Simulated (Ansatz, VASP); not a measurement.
Te: VASP beside Ansatz

INCAR

```
SYSTEM = Te
ALGO     = Normal         ! electronic algorithm
EDIFF    = 1E-6           ! SCF threshold, eV
ENCUT    = 520            ! plane-wave cutoff, eV
GGA      = PE             ! functional
ISIF     = 2              ! what is computed and relaxed
ISMEAR   = -1             ! smearing method
LASPH    = .TRUE.         ! aspherical terms in the spheres
LCHARG   = .FALSE.        ! write CHGCAR
LREAL    = .FALSE.        ! projectors in reciprocal space
LWAVE    = .FALSE.        ! write WAVECAR
NBANDS   = 9              ! bands
NELM     = 60             ! most SCF steps
PREC     = Accurate       ! precision mode
SIGMA    = 0.1            ! smearing width, eV
```

Contents of KPOINTS:

```
k-points
0
G
  11 11 11
  0 0 0
```

POSCAR

```
Te
1.0
    3.2852367798      0.0000000000      0.0000000000
    0.0000000000      3.2852367798      0.0000000000
    0.0000000000      0.0000000000      3.2852367798
Te
1
Direct
    0.0000000000      0.0000000000      0.0000000000
```

Input for Ansatz:

```yaml
crystal:
  lattice:
    - [3.2852367798, 0.0, 0.0]
    - [0.0, 3.2852367798, 0.0]
    - [0.0, 0.0, 3.2852367798]
  atoms:
    - { symbol: Te, position: [0.0, 0.0, 0.0] }
hamiltonian:
  xc: pbe
  pseudopotentials:
    kind: paw
    azcp:
      Te: "pseudopotentials/Te.paw.azcp"
basis:
  ecutwfc: 420
  fft_grid_basis: typed
kpoints:
  mp_grid: { grid: [11, 11, 11], shift: [0, 0, 0] }
magnetization:
  spin_polarized: false
scf:
  occupations: { method: fermi_dirac, width: 0.1 }
  lower_state_search: "off"
output:
  stress: true
  write_density: true
  write_potential: true
  elf: true
  volumetric_format: npy
```

Alike in both runs: task single point; functional PBE; k mesh 11 × 11 × 11; occupations fermi-dirac, width 0.1 eV; no spin polarisation.

```csv
,VASP,Ansatz
version,VASP 6.6.1,Ansatz 0.2.0
potentials or method,"VASP PAW PBE potentials, release 64 (Te), cutoff 520 eV","plane waves (420 eV) with PAW, scalar-relativistic"
valence electrons in the cell,6,16
```

```tsv
	VASP	Ansatz	Ansatz less VASP
pressure (GPa)	-3.3	-3.2	+0.04
```

With one functional, cell and mesh, what is left measures potentials, basis and numerics. VASP's potentials hold 6 valence electrons a cell and Ansatz's 16, so a difference there can come from the potentials and not from the codes.

Spin-orbit coupling is off throughout.
